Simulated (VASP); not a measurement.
# Pt (P-1) in VASP: single point with PBE

Aim: the single point of Pt with PBE.

Program: VASP 6.6.1. These are calculated values, not measurements. Logs are shortened: lines on timing, memory, paths and dates and some standing lists are left out, and cuts for length are marked.

**1. The cell of the first run**

The typed cell holds 1 atom: a = 2.645 Å, b = 2.703 Å, c = 2.649 Å, α = 107.13°, β = 110.89°, γ = 109.95°.

**2. Single point, PBE (the cell strained at random)**

Input file INCAR:

```
ALGO = Fast
EDIFF = 1E-6
ENCUT = 520
GGA = PE
ISIF = 2
ISMEAR = 0
LASPH = True
LCHARG = True
LELF = True
LREAL = False
LVHAR = True
LWAVE = False
NBANDS = 11
NELM = 80
PREC = Accurate
SIGMA = 0.1
```

Input file KPOINTS:

```
k-points
0
Gamma
  16 16 16
```

Input file POSCAR:

```
Pt
1.0
   -1.5706432346      1.4994167034      1.5096982912
    1.6122131674     -1.5075912786      1.5594427992
    1.5662707874      1.5032188314     -1.5178728664
Pt
1
Direct
    0.0000000000      0.0000000000      0.0000000000
```

Potentials or basis: VASP PAW PBE potentials, release 64 (Pt).

Run with:

```bash
$ cat potpaw_PBE.64/Pt/POTCAR > POTCAR
$ mpirun -np 1 vasp_std > vasp.out
```

OUTCAR:

```text
EDIFF = 1E-6
   ENCUT = 520
   GGA = PE
   ISIF = 2
   ISMEAR = 0
   LASPH = True
   LREAL = False
   NELM = 80
   PREC = Accurate

 ion  position               nearest neighbor table
   1  0.000  0.000  0.000-

  LATTYP: Found a triclinic cell.
 ALAT       =     7.8456182656
 B/A-ratio  =     0.3827167910
 C/A-ratio  =     0.3912290122
 COS(alpha) =     0.0054051227
 COS(beta)  =     0.2061791864
 COS(gamma) =     0.9584301377

  Lattice vectors:

 A1 = (  -1.6209580618,   7.5128623482,  -1.5757919496)
 A2 = (  -0.0043724472,   3.0026355348,  -0.0081745752)
 A3 = (  -0.0415699328,   0.0081745752,  -3.0691410904)

Analysis of symmetry for initial positions (statically):
=====================================================================
 Subroutine PRICEL returns:
 Original cell was already a primitive cell.

 Routine SETGRP: Setting up the symmetry group for a
 triclinic supercell.

 Subroutine GETGRP returns: Found  2 space group operations
 (whereof  2 operations were pure point group operations)
 out of a pool of  2 trial point group operations.

The static configuration has the point symmetry S_2 .

Analysis of symmetry for dynamics (positions and initial velocities):
=====================================================================
 Subroutine PRICEL returns:
 Original cell was already a primitive cell.

 Routine SETGRP: Setting up the symmetry group for a
 triclinic supercell.

 Subroutine GETGRP returns: Found  2 space group operations
 (whereof  2 operations were pure point group operations)
 out of a pool of  2 trial point group operations.

The dynamic configuration has the point symmetry S_2 .

 Subroutine INISYM returns: Found  2 space group operations
 (whereof  2 operations are pure point group operations),
 and found     1 'primitive' translations

----------------------------------------------------------------------------------------

                                     Primitive cell

  volume of cell :      14.6430

  direct lattice vectors                    reciprocal lattice vectors
    -1.570643235  1.499416703  1.509698291    -0.003814251  0.333924806  0.326765118
     1.612213167 -1.507591279  1.559442799     0.310410863  0.001327630  0.321623238
     1.566270787  1.503218831 -1.517872866     0.315118366  0.333490428 -0.003379873

  length of vectors
     2.644685152  2.702577400  2.648926023     0.467221326  0.446987890  0.458832076

[... 84 lines left out ...]
   ISIF   =      2    stress and relaxation
   ISYM   =      2    0-nonsym 1-usesym 2-fastsym
   POTIM  = 0.5000    time-step for ionic-motion
   TEBEG  =    0.0;   TEEND  =   0.0 temperature during run
   PSTRESS=    0.0 pullay stress
   NELECT =      10.0000    total number of electrons
   NUPDOWN=      -1.0000    fix difference up-down
   EMIN   =  10.00;   EMAX   =-10.00  energy-range for DOS
   EFERMI =   0.00;   METHOD = LEGACY
   ISMEAR =     0;   SIGMA  =   0.10  broadening in eV -4-tet -1-fermi 0-gaus
   EFERMI_NEDOS =   21; number of points for ismear=-14 and -15
   IALGO  =     68    algorithm
   IMIX   =      4    mixing-type and parameters
     AMIX     =   0.40;   BMIX     =  1.00
     AMIX_MAG =   1.60;   BMIX_MAG =  1.00
  volume/ion in A,a.u.               =      14.64        98.82
  Fermi-wavevector in a.u.,A,eV,Ry     =   1.441668  2.724358 28.278444  2.078407
  Thomas-Fermi vector in A             =   2.560275
   LORBIT       =      0    0 simple, 1 ext, 2 COOP (PROOUT), +10 PAW based schemes
   GGA     = PE    functional components
   LHFCALC =     F    Hartree Fock is set to
   AEXX    =    0.0000 exact exchange contribution
   IVDW    =     0    specifies the selected vdW correction
   LEPSILON=     F    determine dielectric tensor
   LRPA    =     F    only Hartree local field effects (RPA)
 non-spin polarized calculation
 RMM-DIIS sequential band-by-band and
 Gauss-broadening in eV      SIGMA  =   0.10
  energy-cutoff  :      520.00
  volume of cell :       14.64
 maximum number of plane-waves:       407
   NGX =  9   NGY = 11   NGZ =  9

 number of electron      10.0000001 magnetization

 Free energy of the ion-electron system (eV)
  ---------------------------------------------------
  ext. energy  EPLUGINS =         0.00000000
  ---------------------------------------------------
  free energy    TOTEN  =        -5.92085141 eV

  energy without entropy =       -5.91374331  energy(sigma->0) =       -5.91729736

 E-fermi :  11.6497     XC(G=0): -13.6594

 val. band max:       11.6485088852   @ k =  -0.3125  -0.4375   0.3750
 cond. band min:      11.6501148369   @ k =  -0.3750   0.0000   0.0625
 fundamental gap:      0.0016059516
 Fermi energy:        11.6497161840

 k-point     1 :       0.0000    0.0000    0.0000
  band No.  band energies     occupation
      1       1.3019      2.00000
      2       7.4462      2.00000
      3       7.5774      2.00000
      4       8.1122      2.00000
      5      10.1594      2.00000
      6      10.7436      2.00000
      7      28.0015      0.00000
      8      28.8068      0.00000
      9      29.2392      0.00000
     10      39.0700      0.00000
     11      39.2734      0.00000
[... 309 lines left out ...]
 k-point    24 :      -0.1250    0.0625    0.0000
  band No.  band energies     occupation
      1       1.8286      2.00000
      2       7.3797      2.00000
      3       7.8239      2.00000
      4       8.1030      2.00000
      5      10.1770      2.00000
      6      10.5068      2.00000
      7      28.6963      0.00000
      8      29.2627      0.00000
      9      29.5318      0.00000
     10      36.4429      0.00000
     11      37.1479      0.00000

 [... further k-points ...]

------------------------ aborting loop because EDIFF is reached ----------------------------------------

  FORCE on cell =-STRESS in cart. coord.  units (eV):
  Direction    XX          YY          ZZ          XY          YZ          ZX
  --------------------------------------------------------------------------------------
  -------------------------------------------------------------------------------------
  Total        2.3639620      1.8119247      2.0377157      0.0328346      0.0825534     -0.4984914
  in kB      258.6559595    198.2540874    222.9592920      3.5926375      9.0326867    -54.5430828
  external PRESSURE =     226.6231130 kB  Pullay stress =       0.0000000 kB

 VOLUME and BASIS-vectors are now :
 -----------------------------------------------------------------------------
  energy-cutoff  :      520.00
  volume of cell :       14.64
      direct lattice vectors                 reciprocal lattice vectors
    -1.570643235  1.499416703  1.509698291    -0.003814251  0.333924806  0.326765118
     1.612213167 -1.507591279  1.559442799     0.310410863  0.001327630  0.321623238
     1.566270787  1.503218831 -1.517872866     0.315118366  0.333490428 -0.003379873

 POSITION                                       TOTAL-FORCE (eV/Angst)
 -----------------------------------------------------------------------------------
      0.00000      0.00000      0.00000         0.000000      0.000000      0.000000
 -----------------------------------------------------------------------------------
    total drift:                               -0.000000     -0.000000      0.000000

  FREE ENERGIE OF THE ION-ELECTRON SYSTEM (eV)
  ---------------------------------------------------
  free  energy   TOTEN  =        -5.9208514089 eV

  energy  without entropy=       -5.9137433108  energy(sigma->0) =       -5.91729736
```

stdout:

```text
POSCAR found type information on POSCAR Pt
 POSCAR found :  1 types and       1 ions
 scaLAPACK will be used
 LDA part: xc-table for (Slater+PW92), standard interpolation
 POSCAR, INCAR and KPOINTS ok, starting setup
 FFT: planning ... GRIDC
 FFT: planning ... GRID_SOFT
 FFT: planning ... GRID
 WAVECAR not read
 entering main loop
```

It took 5.2 min on 1 thread of AMD EPYC 7R43 (Zen 3), shared host; peak memory 0.37 GiB.

What came out:

```yaml
Free_energy: -5.9209 eV
Pressure: 22.7 GPa
Band_gap_on_the_k_mesh: zero (band 5 reaches 12.87 eV, above the bottom of band 6 at 10.37 eV)
```

Caveat: the cell differs from its parent crystal (the cell strained at random); spin-orbit coupling is left out, which moves the levels of the heavy elements.
